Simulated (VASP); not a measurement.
# TiO2 (P4_2/mnm) in VASP: further runs

TiO2 is run at these levels: PBE; tasks: single point.

Everything below comes from runs of VASP 6.6.1. Logs are shortened: lines on timing, memory, paths and dates and some standing lists are left out, and cuts for length are marked.

## (1) The cell of the first run

The structure is tetragonal, space group P4_2/mnm (No. 136). The conventional cell has a = 4.532 Å, b = 4.532 Å, c = 2.919 Å, α = 90.00°, β = 90.00°, γ = 90.00°. Ti (site symmetry mmm) has 6 O at 1.92 to 1.96 Å within 2.5 Å. O (site symmetry m2m) has 3 Ti at 1.92 to 1.96 Å and 1 O at 2.49 Å within 2.5 Å.

## (2) Single point, PBE (9.99 Å³/atom)

Contents of INCAR:

```
SYSTEM = TiO2
PREC = Accurate
ENCUT = 520
EDIFF = 1E-7
ISMEAR = -1
SIGMA = 0.05
LREAL = .FALSE.
LASPH = .TRUE.
NELM = 100
ALGO = Normal
ISIF = 2
LWAVE = .FALSE.
LCHARG = .FALSE.
GGA = PE
NBANDS = 33
```

Contents of KPOINTS:

```
Automatic mesh
0
G
  7 7 10
  0 0 0
```

Contents of POSCAR:

```
TiO2
1.0
    4.5319113078      0.0000000000      0.0000000000
    0.0000000000      4.5319113078      0.0000000000
    0.0000000000      0.0000000000      2.9190086112
Ti O
2 4
Direct
    0.0000000000      0.0000000000      0.0000000000
    0.5000000000      0.5000000000      0.5000000000
    0.3060000000      0.3060000000      0.0000000000
    0.1940000000      0.8060000000      0.5000000000
    0.6940000000      0.6940000000      0.0000000000
    0.8060000000      0.1940000000      0.5000000000
```

Potentials or basis: VASP PAW PBE potentials, release 64 (Ti_sv, O).

Command:

```console
$ cat potpaw_PBE.64/Ti_sv/POTCAR potpaw_PBE.64/O/POTCAR > POTCAR
$ mpirun -np 1 vasp_std > vasp.out
```

OUTCAR:

```text
SYSTEM = TiO2
   PREC = Accurate
   ENCUT = 520
   EDIFF = 1E-7
   ISMEAR = -1
   LREAL = .FALSE.
   LASPH = .TRUE.
   NELM = 100
   ISIF = 2
   GGA = PE

 ion  position               nearest neighbor table
   1  0.000  0.000  0.000-   4 1.92   6 1.92   4 1.92   6 1.92   5 1.96   3 1.96
   2  0.500  0.500  0.500-   3 1.92   5 1.92   3 1.92   5 1.92   4 1.96   6 1.96
   3  0.306  0.306  0.000-   2 1.92   2 1.92   1 1.96
   4  0.194  0.806  0.500-   1 1.92   1 1.92   2 1.96
   5  0.694  0.694  0.000-   2 1.92   2 1.92   1 1.96
   6  0.806  0.194  0.500-   1 1.92   1 1.92   2 1.96

  LATTYP: Found a simple tetragonal cell.
 ALAT       =     4.5319113078
 C/A-ratio  =     0.6441010013

  Lattice vectors:

 A1 = (   4.5319113078,   0.0000000000,   0.0000000000)
 A2 = (   0.0000000000,   4.5319113078,   0.0000000000)
 A3 = (   0.0000000000,   0.0000000000,   2.9190086112)

Analysis of symmetry for initial positions (statically):
=====================================================================
 Subroutine PRICEL returns:
 Original cell was already a primitive cell.

 Routine SETGRP: Setting up the symmetry group for a
 simple tetragonal supercell.

 Subroutine GETGRP returns: Found 16 space group operations
 (whereof  8 operations were pure point group operations)
 out of a pool of 16 trial point group operations.

The static configuration has the point symmetry D_2h.
 The point group associated with its full space group is D_4h.

Analysis of symmetry for dynamics (positions and initial velocities):
=====================================================================
 Subroutine PRICEL returns:
 Original cell was already a primitive cell.

 Routine SETGRP: Setting up the symmetry group for a
 simple tetragonal supercell.

 Subroutine GETGRP returns: Found 16 space group operations
 (whereof  8 operations were pure point group operations)
 out of a pool of 16 trial point group operations.

The dynamic configuration has the point symmetry D_2h.
 The point group associated with its full space group is D_4h.

 Subroutine INISYM returns: Found 16 space group operations
 (whereof  8 operations are pure point group operations),
 and found     1 'primitive' translations

----------------------------------------------------------------------------------------

                                     Primitive cell

  volume of cell :      59.9512

  direct lattice vectors                    reciprocal lattice vectors
     4.531911308  0.000000000  0.000000000     0.220657452  0.000000000  0.000000000
     0.000000000  4.531911308  0.000000000     0.000000000  0.220657452  0.000000000
     0.000000000  0.000000000  2.919008611     0.000000000  0.000000000  0.342582066

  length of vectors
     4.531911308  4.531911308  2.919008611     0.220657452  0.220657452  0.342582066

  position of ions in fractional coordinates (direct lattice)
     0.000000000  0.000000000  0.000000000
     0.500000000  0.500000000  0.500000000
     0.306000000  0.306000000  0.000000000
     0.194000000  0.806000000  0.500000000
     0.694000000  0.694000000  0.000000000
     0.806000000  0.194000000  0.500000000

  ion indices of the primitive-cell ions
   primitive index   ion index
                 1           1
                 2           2
                 3           3
                 4           4
                 5           5
                 6           6

----------------------------------------------------------------------------------------

 KPOINTS: Automatic mesh

Automatic generation of k-mesh.
 Grid dimensions read from file:
 generate k-points for:    7    7   10

 Generating k-lattice:

  Cartesian coordinates                     Fractional coordinates (reciprocal lattice)
     0.031522493  0.000000000  0.000000000     0.142857143  0.000000000  0.000000000
     0.000000000  0.031522493  0.000000000     0.000000000  0.142857143  0.000000000
     0.000000000  0.000000000  0.034258207     0.000000000  0.000000000  0.100000000

  Length of vectors
     0.031522493  0.031522493  0.034258207

  Shift w.r.t. Gamma in fractional coordinates (k-lattice)
     0.000000000  0.000000000  0.000000000

 Subroutine IBZKPT returns following result:
 ===========================================

 Found     60 irreducible k-points:

 Following reciprocal coordinates:
            Coordinates               Weight
  0.000000  0.000000  0.000000      1.000000
  0.142857  0.000000  0.000000      4.000000
  0.285714  0.000000  0.000000      4.000000
  0.428571  0.000000  0.000000      4.000000
  0.142857  0.142857  0.000000      4.000000
  0.285714  0.142857  0.000000      8.000000
[... 16 lines left out ...]
  0.285714  0.000000  0.200000      8.000000
  0.428571  0.000000  0.200000      8.000000
 [... further k-points ...]
   k-points           NKPTS =     60   k-points in BZ     NKDIM =     60   number of bands    NBANDS=     33
   number of dos      NEDOS =    301   number of ions     NIONS =      6
   total plane-waves  NPLWV =  31104
   dimension x,y,z NGX =    36 NGY =   36 NGZ =   24
   dimension x,y,z NGXF=    72 NGYF=   72 NGZF=   48
   ions per type =               2   4
   NGX,Y,Z   is equivalent  to a cutoff of  13.21, 13.21, 13.67 a.u.
   NGXF,Y,Z  is equivalent  to a cutoff of  26.41, 26.41, 27.34 a.u.
 SYSTEM =  TiO2
   PREC   = accura    normal or accurate (medium, high low for compatibility)
   ISTART =      0    job   : 0-new  1-cont  2-samecut
   ICHARG =      2    charge: 1-file 2-atom 10-const
   ISPIN  =      1    spin polarized calculation?
   LNONCOLLINEAR =      F non collinear calculations
   LSORBIT =      F    spin-orbit coupling
   LASPH  =      T    aspherical Exc in radial PAW
   ENCUT  =  520.0 eV  38.22 Ry    6.18 a.u.   8.43  8.43  5.43*2*pi/ulx,y,z
   NELM   =    100;   NELMIN=  2; NELMDL= -5     # of ELM steps
   EDIFF  = 0.1E-06   stopping-criterion for ELM
   LREAL  =      F    real-space projection
   EDIFFG = 0.1E-05   stopping-criterion for IOM
   NSW    =      0    number of steps for IOM
   IBRION =     -1    ionic relax: 0-MD 1-quasi-New 2-CG
   NFREE  =      0    steps in history (QN), initial steepest desc. (CG)
   ISIF   =      2    stress and relaxation
   ISYM   =      2    0-nonsym 1-usesym 2-fastsym
   POTIM  = 0.5000    time-step for ionic-motion
   TEBEG  =    0.0;   TEEND  =   0.0 temperature during run
   PSTRESS=    0.0 pullay stress
   NELECT =      48.0000    total number of electrons
   NUPDOWN=      -1.0000    fix difference up-down
   EMIN   =  10.00;   EMAX   =-10.00  energy-range for DOS
   EFERMI =   0.00;   METHOD = LEGACY
   ISMEAR =    -1;   SIGMA  =   0.05  broadening in eV -4-tet -1-fermi 0-gaus
   EFERMI_NEDOS =   21; number of points for ismear=-14 and -15
   IALGO  =     38    algorithm
   IMIX   =      4    mixing-type and parameters
     AMIX     =   0.40;   BMIX     =  1.00
     AMIX_MAG =   1.60;   BMIX_MAG =  1.00
  volume/ion in A,a.u.               =       9.99        67.43
  Fermi-wavevector in a.u.,A,eV,Ry     =   1.520160  2.872685 31.441502  2.310885
  Thomas-Fermi vector in A             =   2.629048
   LORBIT       =      0    0 simple, 1 ext, 2 COOP (PROOUT), +10 PAW based schemes
   GGA     = PE    functional components
   LHFCALC =     F    Hartree Fock is set to
   AEXX    =    0.0000 exact exchange contribution
   IVDW    =     0    specifies the selected vdW correction
   LEPSILON=     F    determine dielectric tensor
   LRPA    =     F    only Hartree local field effects (RPA)
 non-spin polarized calculation
  energy-cutoff  :      520.00
  volume of cell :       59.95
 maximum number of plane-waves:      1634
 NGX is ok and might be reduce to    36
   NGX = 17   NGY = 17   NGZ = 11

 number of electron      48.0000002 magnetization

 Free energy of the ion-electron system (eV)
  ---------------------------------------------------
  ext. energy  EPLUGINS =         0.00000000
  ---------------------------------------------------
  free energy    TOTEN  =       -53.45664538 eV

  energy without entropy =      -53.45664538  energy(sigma->0) =      -53.45664538

 E-fermi :   6.1864     XC(G=0): -11.6273

 val. band max:        5.2517376821   @ k =   0.0000   0.0000   0.0000
 cond. band min:       7.2622781190   @ k =   0.0000   0.0000   0.0000
 fundamental gap:      2.0105404370
 Fermi energy:         6.1864341078

 k-point     1 :       0.0000    0.0000    0.0000
  band No.  band energies     occupation
      1     -51.4927      2.00000
      2     -51.4714      2.00000
      3     -27.8466      2.00000
      4     -27.8466      2.00000
      5     -27.6472      2.00000
      6     -27.6472      2.00000
[... 25 lines left out ...]
     32      12.3237      0.00000
     33      12.3240      0.00000

 k-point     2 :       0.1429    0.0000    0.0000
  band No.  band energies     occupation
      1     -51.4916      2.00000
      2     -51.4724      2.00000
      3     -27.8389      2.00000
      4     -27.8381      2.00000
      5     -27.6568      2.00000
      6     -27.6559      2.00000
[... 25 lines left out ...]
     32      12.2498      0.00000
     33      12.2656      0.00000

 k-point     3 :       0.2857    0.0000    0.0000
  band No.  band energies     occupation
      1     -51.4887      2.00000
      2     -51.4754      2.00000
      3     -27.8178      2.00000
      4     -27.8154      2.00000
      5     -27.6819      2.00000
      6     -27.6794      2.00000
[... 25 lines left out ...]
     32      12.0829      0.00000
     33      12.1214      0.00000

 k-point     4 :       0.4286    0.0000    0.0000
  band No.  band energies     occupation
      1     -51.4844      2.00000
      2     -51.4796      2.00000
      3     -27.7916      2.00000
      4     -27.7894      2.00000
      5     -27.7098      2.00000
      6     -27.7075      2.00000
[... 673 lines left out ...]
     32      11.6313      0.00000
     33      11.8048      0.00000

 k-point    23 :       0.2857    0.0000    0.2000
  band No.  band energies     occupation
      1     -51.4706      2.00000
      2     -51.4598      2.00000
      3     -27.8073      2.00000
      4     -27.7792      2.00000
      5     -27.7626      2.00000
      6     -27.7463      2.00000
[... 25 lines left out ...]
     32      11.2659      0.00000
     33      11.7446      0.00000

 k-point    24 :       0.4286    0.0000    0.2000
  band No.  band energies     occupation
      1     -51.4671      2.00000
      2     -51.4633      2.00000
      3     -27.8013      2.00000
      4     -27.7888      2.00000
      5     -27.7455      2.00000
      6     -27.7335      2.00000
[... 25 lines left out ...]
     32      11.0157      0.00000
     33      11.9484      0.00000

 [... further k-points ...]

------------------------ aborting loop because EDIFF is reached ----------------------------------------

  FORCE on cell =-STRESS in cart. coord.  units (eV):
  Direction    XX          YY          ZZ          XY          YZ          ZX
  --------------------------------------------------------------------------------------
  -------------------------------------------------------------------------------------
  Total        6.1459324      6.1459324      7.1149048      0.0000000      0.0000000      0.0000000
  in kB      164.2480359    164.2480359    190.1435049      0.0000000      0.0000000      0.0000000
  external PRESSURE =     172.8798589 kB  Pullay stress =       0.0000000 kB

 VOLUME and BASIS-vectors are now :
 -----------------------------------------------------------------------------
  energy-cutoff  :      520.00
  volume of cell :       59.95
      direct lattice vectors                 reciprocal lattice vectors
     4.531911308  0.000000000  0.000000000     0.220657452  0.000000000  0.000000000
     0.000000000  4.531911308  0.000000000     0.000000000  0.220657452  0.000000000
     0.000000000  0.000000000  2.919008611     0.000000000  0.000000000  0.342582066

 POSITION                                       TOTAL-FORCE (eV/Angst)
 -----------------------------------------------------------------------------------
      0.00000      0.00000      0.00000        -0.000000      0.000000      0.000000
      2.26596      2.26596      1.45950        -0.000000      0.000000      0.000000
      1.38676      1.38676      0.00000        -0.354452     -0.354452      0.000000
      0.87919      3.65272      1.45950         0.354452     -0.354452      0.000000
      3.14515      3.14515      0.00000         0.354452      0.354452      0.000000
      3.65272      0.87919      1.45950        -0.354452      0.354452      0.000000
 -----------------------------------------------------------------------------------
    total drift:                               -0.000000      0.000000      0.000000

  FREE ENERGIE OF THE ION-ELECTRON SYSTEM (eV)
  ---------------------------------------------------
  free  energy   TOTEN  =       -53.4566453845 eV

  energy  without entropy=      -53.4566453844  energy(sigma->0) =      -53.45664538
```

It took 2.7 min on 1 thread of Intel Xeon 8259CL, shared host; peak memory 0.23 GiB.

Results:

```
Free energy            : -53.4566 eV
Pressure               : 17.3 GPa
Largest force          : 0.501 eV/Å
Band gap on the k mesh : 2.01 eV
```

Forces on the atoms (eV/Å):
```
Ti   0.000  0.000  0.000
Ti   0.000  0.000  0.000
O   -0.354 -0.354  0.000
O    0.354 -0.354  0.000
O    0.354  0.354  0.000
O   -0.354  0.354  0.000
```

Levels at points of the mesh, in eV from the valence-band top:
```
           k point  band 22  band 23  band 24  band 25  band 26  band 27
(0.00, 0.00, 0.00)    -0.42    -0.42     0.00     2.01     2.38     2.58
(0.00, 0.00, 0.50)    -2.48    -1.44    -1.44     3.13     3.13     3.37
```

Caveat: the cell stands under pressure; an odd mesh through Γ misses points on the zone boundary, where band edges can lie.

## (3) Single point, PBE (10.30 Å³/atom)

This run uses another cell than the first one, of 10.30 Å³/atom.

Contents of INCAR:

```
SYSTEM = TiO2
PREC = Accurate
ENCUT = 520
EDIFF = 1E-6
ISMEAR = -1
SIGMA = 0.05
LREAL = .False.
LASPH = .True.
NELM = 60
ALGO = Normal
ISIF = 2
LWAVE = .False.
LCHARG = .False.
GGA = PE
NBANDS = 33
```

Contents of KPOINTS:

```
regular mesh
0
Gamma
  7 7 10
  0 0 0
```

Changes to POSCAR since step 2:

```diff
@@ -2,5 +2,5 @@
 1.0
-    4.5319113078      0.0000000000      0.0000000000
-    0.0000000000      4.5319113078      0.0000000000
-    0.0000000000      0.0000000000      2.9190086112
+    4.5786353367      0.0000000000      0.0000000000
+    0.0000000000      4.5786353367      0.0000000000
+    0.0000000000      0.0000000000      2.9491036050
 Ti O
```

Potentials or basis: VASP PAW PBE potentials, release 64 (Ti_sv, O).

Command:

```console
$ cat potpaw_PBE.64/Ti_sv/POTCAR potpaw_PBE.64/O/POTCAR > POTCAR
$ mpirun -np 1 vasp_std > vasp.out
```

It took 2.4 min on 1 thread of Intel Xeon 8259CL, shared host; peak memory 0.24 GiB.

Results (log left out):

```yaml
Free_energy: -53.6104 eV
Pressure: 8.6 GPa
Largest_force: 0.319 eV/Å
Band_gap_on_the_k_mesh: 1.93 eV
```

Forces in eV/Å, atoms in the order of the input:
```
Ti   0.000  0.000  0.000
Ti   0.000  0.000  0.000
O   -0.226 -0.226  0.000
O    0.226 -0.226  0.000
O    0.226  0.226  0.000
O   -0.226  0.226  0.000
```

Stress tensor (GPa, compression positive):
```
8.57 0.00 0.00
0.00 8.57 0.00
0.00 0.00 8.80
```

Levels at points of the mesh, in eV from the valence-band top:
```
           k point  band 21  band 22  band 23  band 24  band 25  band 26  band 27  band 28
(0.00, 0.00, 0.00)    -0.68    -0.42    -0.42     0.00     1.93     2.28     2.48     2.55
(0.00, 0.00, 0.50)    -2.36    -2.36    -1.42    -1.42     3.01     3.01     3.22     3.22
```

Caveat: the cell stands under pressure; an odd mesh through Γ misses points on the zone boundary, where band edges can lie.

(Continued in part 2 of 2.)
